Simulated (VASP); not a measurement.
A run of VASP 6.6.1 is set up as follows.

Contents of INCAR:

```
SYSTEM = GaSb3
ALGO = Normal ; EDIFF = 1E-6
ENCUT = 520 ; ISIF = 2
ISMEAR = 0 ; LASPH = .TRUE.
LCHARG = .FALSE. ; LREAL = .FALSE.
LWAVE = .FALSE. ; NBANDS = 22
NELM = 80 ; PREC = Accurate
SIGMA = 0.15
```

The input KPOINTS:

```
k-points
0
G
  10 10 10
  0 0 0
```

Contents of POSCAR:

```
GaSb3
1.0
    0.0000000000      3.4298134614      3.7162028854
    3.4298134614      0.0000000000      3.7162028854
    3.4298134614      3.4298134614      0.0000000000
Ga Sb
1 3
Direct
    0.0000000000      0.0000000000      0.0000000000
    0.2500000000      0.2500000000      0.2500000000
    0.7500000000      0.7500000000      0.7500000000
    0.5000000000      0.5000000000      0.5000000000
```

Potentials or basis: VASP PAW LDA potentials, release 64 (Ga_d, Sb).

Run with:

```console
$ cat potpaw_LDA.64/Ga_d/POTCAR potpaw_LDA.64/Sb/POTCAR > POTCAR
$ mpirun -np 1 vasp_std > vasp.out
```

(1) Predict the band gap on the k mesh.

(2) What does it give for the pressure?

Results:

(1) zero (band 14 reaches 11.79 eV, above the bottom of band 15 at 6.85 eV).

(2) 7.5 GPa.

Caveat: spin-orbit coupling is left out, which moves the levels of the heavy elements.
